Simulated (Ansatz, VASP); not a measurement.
**HfN: VASP beside Ansatz**

```xyz
2
Lattice="0.0000 2.2584 2.2584 2.2584 0.0000 2.2584 2.2584 2.2584 0.0000" Properties=species:S:1:pos:R:3 pbc="T T T"
Hf    0.0000    0.0000    0.0000
N     2.2584    2.2584    2.2584
```

Alike in both runs: functional PBE; dispersion D3(BJ); k mesh 16 × 16 × 16; occupations gaussian, width 0.1 eV; no spin polarisation.

Ansatz relaxed the structure, and its values are those at the end. VASP's run is a single point on that final structure, the one shown.

|  | VASP | Ansatz |
| --- | --- | --- |
| version | VASP 6.6.1 | Ansatz 0.2.0 |
| potentials or method | VASP PAW PBE potentials, release 64 (Hf_pv, N), cutoff 520 eV | scalar-relativistic, plane waves, PAW |
| valence electrons in the cell | 15 | 31 |

Ansatz gave:

```
gap on the k mesh at the Fermi level (eV) : none
pressure (GPa)                            : 0.0
```

Problem. Estimate VASP's values.

Solution. gap on the k mesh at the Fermi level (eV): none; pressure (GPa): -2.4.

A gap of «none» marks a metal or a gap that the smearing closes. VASP's potentials hold 15 valence electrons a cell and Ansatz's 31, so a difference there can come from the potentials and not from the codes.

Spin-orbit coupling is off throughout.
